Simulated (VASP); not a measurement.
# RbCl (Fm-3m) in VASP: single point with LDA

Aim: the single point of RbCl with LDA.

Everything below comes from runs of VASP 6.6.1. Logs are shortened: lines on timing, memory, paths and dates and some standing lists are left out, and cuts for length are marked.

### 1 The cell of the first run

It takes space group Fm-3m (No. 225, cubic). Conventional cell: a = 6.548 Å, b = 6.548 Å, c = 6.548 Å, α = 90.00°, β = 90.00°, γ = 90.00°. Rb (site symmetry m-3m) has 6 Cl at 3.27 Å within 4.3 Å. Within 4.3 Å of Cl (site symmetry m-3m) lie 6 Rb at 3.27 Å.

### 2 Single point, LDA

Contents of INCAR:

```
SYSTEM = RbCl
ALGO     = Normal         ! electronic algorithm
EDIFF    = 1E-6           ! SCF threshold, eV
ENCUT    = 500            ! plane-wave cutoff, eV
GGA_COMPAT= .False.      
ISIF     = 2              ! what is computed and relaxed
ISMEAR   = 0              ! smearing method
LASPH    = .True.         ! aspherical terms in the spheres
LCHARG   = .True.         ! write CHGCAR
LELF     = .True.         ! ELF
LREAL    = .False.        ! projectors in reciprocal space
LVHAR    = .True.       
LWAVE    = .False.        ! write WAVECAR
NBANDS   = 15             ! bands
NELM     = 120            ! most SCF steps
PREC     = Accurate       ! precision mode
SIGMA    = 0.05           ! smearing width, eV
```

Contents of KPOINTS:

```
k-points
0
Gamma
  6 6 6
  0 0 0
```

Contents of POSCAR:

```
RbCl
1.0
    0.0000000000      3.2740000000      3.2740000000
    3.2740000000      0.0000000000      3.2740000000
    3.2740000000      3.2740000000      0.0000000000
Rb Cl
1 1
Direct
    0.0000000000      0.0000000000      0.0000000000
    0.5000000000      0.5000000000      0.5000000000
```

Potentials or basis: VASP PAW LDA potentials, release 64 (Rb_sv, Cl).

Started as:

```bash
> cat potpaw_LDA.64/Rb_sv/POTCAR potpaw_LDA.64/Cl/POTCAR > POTCAR
> mpirun -np 1 vasp_std > vasp.out
```

OUTCAR:

```text
SYSTEM = RbCl
   EDIFF = 1E-6
   ENCUT = 500
   ISIF = 2
   ISMEAR = 0
   LASPH = .True.
   LREAL = .False.
   NELM = 120
   PREC = Accurate

 ion  position               nearest neighbor table
   1  0.000  0.000  0.000-   2 3.27   2 3.27   2 3.27   2 3.27   2 3.27   2 3.27
   2  0.500  0.500  0.500-   1 3.27   1 3.27   1 3.27   1 3.27   1 3.27   1 3.27

  LATTYP: Found a face centered cubic cell.
 ALAT       =     6.5480000000

  Lattice vectors:

 A1 = (   0.0000000000,   3.2740000000,   3.2740000000)
 A2 = (   3.2740000000,   0.0000000000,   3.2740000000)
 A3 = (   3.2740000000,   3.2740000000,   0.0000000000)

Analysis of symmetry for initial positions (statically):
=====================================================================
 Subroutine PRICEL returns:
 Original cell was already a primitive cell.

 Routine SETGRP: Setting up the symmetry group for a
 face centered cubic supercell.

 Subroutine GETGRP returns: Found 48 space group operations
 (whereof 48 operations were pure point group operations)
 out of a pool of 48 trial point group operations.

The static configuration has the point symmetry O_h .

Analysis of symmetry for dynamics (positions and initial velocities):
=====================================================================
 Subroutine PRICEL returns:
 Original cell was already a primitive cell.

 Routine SETGRP: Setting up the symmetry group for a
 face centered cubic supercell.

 Subroutine GETGRP returns: Found 48 space group operations
 (whereof 48 operations were pure point group operations)
 out of a pool of 48 trial point group operations.

The dynamic configuration has the point symmetry O_h .

 Subroutine INISYM returns: Found 48 space group operations
 (whereof 48 operations are pure point group operations),
 and found     1 'primitive' translations

----------------------------------------------------------------------------------------

                                     Primitive cell

  volume of cell :      70.1885

  direct lattice vectors                    reciprocal lattice vectors
     0.000000000  3.274000000  3.274000000    -0.152718387  0.152718387  0.152718387
     3.274000000  0.000000000  3.274000000     0.152718387 -0.152718387  0.152718387
     3.274000000  3.274000000  0.000000000     0.152718387  0.152718387 -0.152718387

  length of vectors
     4.630135203  4.630135203  4.630135203     0.264516006  0.264516006  0.264516006

  position of ions in fractional coordinates (direct lattice)
     0.000000000  0.000000000  0.000000000
     0.500000000  0.500000000  0.500000000

  ion indices of the primitive-cell ions
   primitive index   ion index
                 1           1
                 2           2

----------------------------------------------------------------------------------------

 KPOINTS: k-points

Automatic generation of k-mesh.
 Grid dimensions read from file:
 generate k-points for:    6    6    6

 Generating k-lattice:

  Cartesian coordinates                     Fractional coordinates (reciprocal lattice)
    -0.025453065  0.025453065  0.025453065     0.166666667  0.000000000  0.000000000
     0.025453065 -0.025453065  0.025453065     0.000000000  0.166666667  0.000000000
     0.025453065  0.025453065 -0.025453065     0.000000000  0.000000000  0.166666667

  Length of vectors
     0.044086001  0.044086001  0.044086001

  Shift w.r.t. Gamma in fractional coordinates (k-lattice)
     0.000000000  0.000000000  0.000000000

 Subroutine IBZKPT returns following result:
 ===========================================

 Found     16 irreducible k-points:

 Following reciprocal coordinates:
            Coordinates               Weight
  0.000000  0.000000  0.000000      1.000000
  0.166667  0.000000  0.000000      8.000000
  0.333333  0.000000  0.000000      8.000000
  0.500000  0.000000  0.000000      4.000000
  0.166667  0.166667  0.000000      6.000000
  0.333333  0.166667  0.000000     24.000000
[... 8 lines left out ...]
 -0.333333  0.333333  0.166667     24.000000
 -0.333333  0.500000  0.166667     12.000000
   k-points           NKPTS =     16   k-points in BZ     NKDIM =     16   number of bands    NBANDS=     15
   number of dos      NEDOS =    301   number of ions     NIONS =      2
   total plane-waves  NPLWV =  46656
   dimension x,y,z NGX =    36 NGY =   36 NGZ =   36
   dimension x,y,z NGXF=    72 NGYF=   72 NGZF=   72
   ions per type =               1   1
   NGX,Y,Z   is equivalent  to a cutoff of  12.93, 12.93, 12.93 a.u.
   NGXF,Y,Z  is equivalent  to a cutoff of  25.85, 25.85, 25.85 a.u.
 SYSTEM =  RbCl
   PREC   = accura    normal or accurate (medium, high low for compatibility)
   ISTART =      0    job   : 0-new  1-cont  2-samecut
   ICHARG =      2    charge: 1-file 2-atom 10-const
   ISPIN  =      1    spin polarized calculation?
   LNONCOLLINEAR =      F non collinear calculations
   LSORBIT =      F    spin-orbit coupling
   LASPH  =      T    aspherical Exc in radial PAW
   ENCUT  =  500.0 eV  36.75 Ry    6.06 a.u.   8.44  8.44  8.44*2*pi/ulx,y,z
   NELM   =    120;   NELMIN=  2; NELMDL= -5     # of ELM steps
   EDIFF  = 0.1E-05   stopping-criterion for ELM
   LREAL  =      F    real-space projection
   EDIFFG = 0.1E-04   stopping-criterion for IOM
   NSW    =      0    number of steps for IOM
   IBRION =     -1    ionic relax: 0-MD 1-quasi-New 2-CG
   NFREE  =      0    steps in history (QN), initial steepest desc. (CG)
   ISIF   =      2    stress and relaxation
   ISYM   =      2    0-nonsym 1-usesym 2-fastsym
   POTIM  = 0.5000    time-step for ionic-motion
   TEBEG  =    0.0;   TEEND  =   0.0 temperature during run
   PSTRESS=    0.0 pullay stress
   NELECT =      16.0000    total number of electrons
   NUPDOWN=      -1.0000    fix difference up-down
   EMIN   =  10.00;   EMAX   =-10.00  energy-range for DOS
   EFERMI =   0.00;   METHOD = LEGACY
   ISMEAR =     0;   SIGMA  =   0.05  broadening in eV -4-tet -1-fermi 0-gaus
   EFERMI_NEDOS =   21; number of points for ismear=-14 and -15
   IALGO  =     38    algorithm
   IMIX   =      4    mixing-type and parameters
     AMIX     =   0.40;   BMIX     =  1.00
     AMIX_MAG =   1.60;   BMIX_MAG =  1.00
  volume/ion in A,a.u.               =      35.09       236.83
  Fermi-wavevector in a.u.,A,eV,Ry     =   1.000060  1.889840 13.607465  1.000120
  Thomas-Fermi vector in A             =   2.132392
   LORBIT       =      0    0 simple, 1 ext, 2 COOP (PROOUT), +10 PAW based schemes
   GGA     = CA    functional components
   LHFCALC =     F    Hartree Fock is set to
   AEXX    =    0.0000 exact exchange contribution
   IVDW    =     0    specifies the selected vdW correction
   LEPSILON=     F    determine dielectric tensor
   LRPA    =     F    only Hartree local field effects (RPA)
 non-spin polarized calculation
 Gauss-broadening in eV      SIGMA  =   0.05
  energy-cutoff  :      500.00
  volume of cell :       70.19
 maximum number of plane-waves:      1807
 NGX is ok and might be reduce to    36
   NGX = 17   NGY = 17   NGZ = 17

 number of electron      16.0000001 magnetization

 Free energy of the ion-electron system (eV)
  ---------------------------------------------------
  ext. energy  EPLUGINS =         0.00000000
  ---------------------------------------------------
  free energy    TOTEN  =        -7.24414559 eV

  energy without entropy =       -7.24414559  energy(sigma->0) =       -7.24414559

 E-fermi :  -1.7700     XC(G=0):  -7.9648

 val. band max:       -2.0868656351   @ k =   0.0000   0.0000   0.0000
 cond. band min:       2.5154981054   @ k =   0.0000   0.0000   0.0000
 fundamental gap:      4.6023637405
 Fermi energy:        -1.7699668553

 k-point     1 :       0.0000    0.0000    0.0000
  band No.  band energies     occupation
      1     -25.8348      2.00000
      2     -14.0028      2.00000
      3      -9.9489      2.00000
      4      -9.9489      2.00000
      5      -9.9489      2.00000
      6      -2.0869      2.00000
      7      -2.0869      2.00000
      8      -2.0869      2.00000
      9       2.5155      0.00000
     10       5.6319      0.00000
     11       5.6319      0.00000
     12       5.6319      0.00000
     13       6.6863      0.00000
     14       6.6863      0.00000
     15       9.5415      0.00000

 k-point     2 :       0.1667    0.0000    0.0000
  band No.  band energies     occupation
      1     -25.8302      2.00000
      2     -14.0209      2.00000
      3      -9.9525      2.00000
      4      -9.9525      2.00000
      5      -9.9415      2.00000
      6      -2.3778      2.00000
      7      -2.1863      2.00000
      8      -2.1863      2.00000
      9       3.1680      0.00000
     10       5.4304      0.00000
     11       5.9871      0.00000
     12       5.9871      0.00000
     13       7.1088      0.00000
     14       7.1088      0.00000
     15      10.6639      0.00000

 k-point     3 :       0.3333    0.0000    0.0000
  band No.  band energies     occupation
      1     -25.8210      2.00000
      2     -14.0567      2.00000
      3      -9.9595      2.00000
      4      -9.9595      2.00000
      5      -9.9271      2.00000
      6      -2.8460      2.00000
      7      -2.3729      2.00000
      8      -2.3729      2.00000
      9       4.5335      0.00000
     10       5.4109      0.00000
     11       6.9695      0.00000
     12       6.9695      0.00000
     13       8.1667      0.00000
     14       8.1667      0.00000
     15      10.6073      0.00000
[... 199 lines left out ...]
 k-point    15 :      -0.3333    0.3333    0.1667
  band No.  band energies     occupation
      1     -25.8123      2.00000
      2     -14.0090      2.00000
      3     -10.1092      2.00000
      4     -10.1010      2.00000
      5      -9.9381      2.00000
      6      -2.6861      2.00000
      7      -2.3800      2.00000
      8      -2.3719      2.00000
      9       5.2832      0.00000
     10       5.3629      0.00000
     11       7.2560      0.00000
     12       7.2854      0.00000
     13       8.7701      0.00000
     14       9.4380      0.00000
     15       9.7964      0.00000

 k-point    16 :      -0.3333    0.5000    0.1667
  band No.  band energies     occupation
      1     -25.8110      2.00000
      2     -13.9771      2.00000
      3     -10.2009      2.00000
      4     -10.1103      2.00000
      5      -9.9681      2.00000
      6      -2.4822      2.00000
      7      -2.3919      2.00000
      8      -2.2779      2.00000
      9       4.4710      0.00000
     10       6.1554      0.00000
     11       6.4618      0.00000
     12       7.5662      0.00000
     13       8.6537      0.00000
     14       9.6096      0.00000
     15      10.0051      0.00000

------------------------ aborting loop because EDIFF is reached ----------------------------------------

  FORCE on cell =-STRESS in cart. coord.  units (eV):
  Direction    XX          YY          ZZ          XY          YZ          ZX
  --------------------------------------------------------------------------------------
  -------------------------------------------------------------------------------------
  Total       -0.6106400     -0.6106400     -0.6106400      0.0000000     -0.0000000      0.0000000
  in kB      -13.9389428    -13.9389428    -13.9389428      0.0000000     -0.0000000      0.0000000
  external PRESSURE =     -13.9389428 kB  Pullay stress =       0.0000000 kB

 VOLUME and BASIS-vectors are now :
 -----------------------------------------------------------------------------
  energy-cutoff  :      500.00
  volume of cell :       70.19
      direct lattice vectors                 reciprocal lattice vectors
     0.000000000  3.274000000  3.274000000    -0.152718387  0.152718387  0.152718387
     3.274000000  0.000000000  3.274000000     0.152718387 -0.152718387  0.152718387
     3.274000000  3.274000000  0.000000000     0.152718387  0.152718387 -0.152718387

 POSITION                                       TOTAL-FORCE (eV/Angst)
 -----------------------------------------------------------------------------------
      0.00000      0.00000      0.00000        -0.000000      0.000000     -0.000000
      3.27400      3.27400      3.27400         0.000000     -0.000000      0.000000
 -----------------------------------------------------------------------------------
    total drift:                                0.000000      0.000000      0.000000

  FREE ENERGIE OF THE ION-ELECTRON SYSTEM (eV)
  ---------------------------------------------------
  free  energy   TOTEN  =        -7.2441455897 eV

  energy  without entropy=       -7.2441455897  energy(sigma->0) =       -7.24414559
```

It took 8.7 s on 1 thread of Intel Xeon 6975P-C (Granite Rapids), shared host; peak memory 0.17 GiB.

Results:

```yaml
Free_energy: -7.2441 eV
Pressure: -1.4 GPa
Band_gap_on_the_k_mesh: 4.60 eV, direct
```

Levels at points of the mesh, in eV from the valence-band top:
```tsv
k point	band 5	band 6	band 7	band 8	band 9	band 10	band 11	band 12
(0.00, 0.00, 0.00)	-7.86	0.00	0.00	0.00	4.60	7.72	7.72	7.72
(0.50, 0.00, 0.00)	-7.83	-0.96	-0.37	-0.37	7.39	7.68	9.97	9.97
(0.50, 0.50, 0.00)	-7.98	-0.34	-0.11	-0.11	5.84	7.78	9.36	9.94
```

Expect the measured gap to be larger: semilocal functionals such as LDA lack the derivative discontinuity.
